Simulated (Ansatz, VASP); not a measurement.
**Two plane-wave programs on Ti**

Contents of INCAR:

```
PREC = Accurate
ENCUT = 520
EDIFF = 1E-6
ISMEAR = 0
SIGMA = 0.1
LREAL = F
LASPH = T
NELM = 60
ALGO = Normal
ISIF = 2
LWAVE = F
LCHARG = F
GGA = PS
NBANDS = 25
```

KPOINTS

```
regular mesh
0
Gamma
  6 6 6
```

Contents of POSCAR:

```
Ti
1.0
    4.5673748300      0.0000000000      0.0000000000
   -2.2836874200      3.9554626300      0.0000000000
    0.0000000000      0.0000000000      2.8262442700
Ti
3
Direct
    0.0000000000      0.0000000000      0.0000000000
    0.3333333300      0.6666666700      0.5000000000
    0.6666666700      0.3333333300      0.5000000000
```

Input for Ansatz:

```yaml
crystal:
  lattice:
    - [4.56737483, 0.0, 0.0]
    - [-2.28368742, 3.95546263, 0.0]
    - [0.0, 0.0, 2.82624427]
  atoms:
    - { symbol: Ti, position: [0.0, 0.0, 0.0] }
    - { symbol: Ti, position: [0.33333333, 0.66666667, 0.5] }
    - { symbol: Ti, position: [0.66666667, 0.33333333, 0.5] }
basis:
  ecutwfc: 420
kpoints:
  mp_grid: { grid: [6, 6, 6] }
hamiltonian:
  xc: pbesol
  pseudopotentials: { kind: paw, azcp: { folder: soft_1 } }
scf:
  occupations: { method: gaussian, width: 0.1 }
output:
  forces: true
  stress: true
  eigenvalues: true
```

Alike in both runs: task single point; functional PBEsol; k mesh 6 × 6 × 6; occupations gaussian, width 0.1 eV; no spin polarisation.

|  | VASP | Ansatz |
| --- | --- | --- |
| version | VASP 6.6.1 | Ansatz 0.2.0 |
| potentials or method | VASP PAW PBE potentials, release 64 (Ti_sv), cutoff 520 eV | scalar-relativistic, plane waves, PAW |
| valence electrons in the cell | 36 | 36 |

```tsv
	VASP	Ansatz	Ansatz less VASP
gap on the k mesh at the Fermi level (eV)	none	none	-
pressure (GPa)	-3.8	-3.6	+0.15
traceless stress, the component that is largest in VASP (GPa)	0.09	0.07	-0.021
```

VASP's potentials were made for PBE, not for PBEsol, and Ansatz warns of the same on its side. A gap of «none» marks a metal or a gap that the smearing closes. With one functional, cell and mesh, what is left measures potentials, basis and numerics.

The k mesh is coarse, so the values compare programs but aren't converged.
